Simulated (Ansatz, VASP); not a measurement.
## One calculation of TaN, two programs

```xyz
2
Lattice="0.0000 2.1790 2.1790 2.1790 0.0000 2.1790 2.1790 2.1790 0.0000" Properties=species:S:1:pos:R:3 pbc="T T T"
Ta    2.1790    2.1790    2.1790
N     0.0000    0.0000    0.0000
```

Alike in both runs: task single point; functional PBE; k mesh 6 × 6 × 6; occupations gaussian, width 0.1 eV; collinear spin.

```csv
,VASP,Ansatz
version,VASP 6.6.1,Ansatz 0.2.0
potentials or method,"VASP PAW PBE potentials, release 64 (Ta_pv, N), cutoff 600 eV","scalar-relativistic, plane waves, PAW"
valence electrons in the cell,16,18
```

```csv
,VASP,Ansatz,Ansatz less VASP
gap on the k mesh at the Fermi level (eV),none,none,-
pressure (GPa),16.0,15.1,-0.86
net moment per atom (μB),0.00,0.00,0.000
```

A gap of «none» marks a metal or a gap that the smearing closes. The functional is the same, so the differences come from potentials, cutoffs and numerics. VASP's potentials hold 16 valence electrons a cell and Ansatz's 18, so a difference there can come from the potentials and not from the codes. Ansatz's warnings: seeded moment not kept.

The k mesh is coarse, so the values compare programs but aren't converged. Neither program's run includes spin-orbit coupling.
